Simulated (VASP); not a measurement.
A run of VASP 6.6.1 is set up as follows.

INCAR

```
PREC = Accurate
ENCUT = 520
EDIFF = 1E-6
ISMEAR = 0
SIGMA = 0.1
LREAL = F
LASPH = T
NELM = 100
ALGO = Normal
ISIF = 2
LWAVE = F
LCHARG = F
GGA = PS
NBANDS = 26
```

KPOINTS

```
regular mesh
0
Gamma
  10 10 8
```

Contents of POSCAR:

```
InGaAs2
1.0
    4.1441162574      0.0000000000      0.0000000000
    0.0000000000      4.1441162574      0.0000000000
    0.0000000000      0.0000000000      5.9039978346
In Ga As
1 1 2
Direct
    0.0000000000      0.0000000000      0.5000000000
    0.5000000000      0.5000000000      0.0000000000
    0.5000000000      0.0000000000      0.7697097067
    0.0000000000      0.5000000000      0.2302902933
```

Potentials or basis: VASP PAW PBE potentials, release 64 (In_d, Ga_d, As).

The run is started by

```console
$ cat potpaw_PBE.64/In_d/POTCAR potpaw_PBE.64/Ga_d/POTCAR potpaw_PBE.64/As/POTCAR > POTCAR
$ mpirun -np 1 vasp_std > vasp.out
```

(1) What does it give for the band gap on the k mesh?

(2) Predict the pressure.

Results:

(1) zero (filled and empty bands touch).

(2) 0.1 GPa.

Caveat: the PAW data sets were made with another functional, which shifts forces and pressure a little; spin-orbit coupling is left out, which moves the levels of the heavy elements.
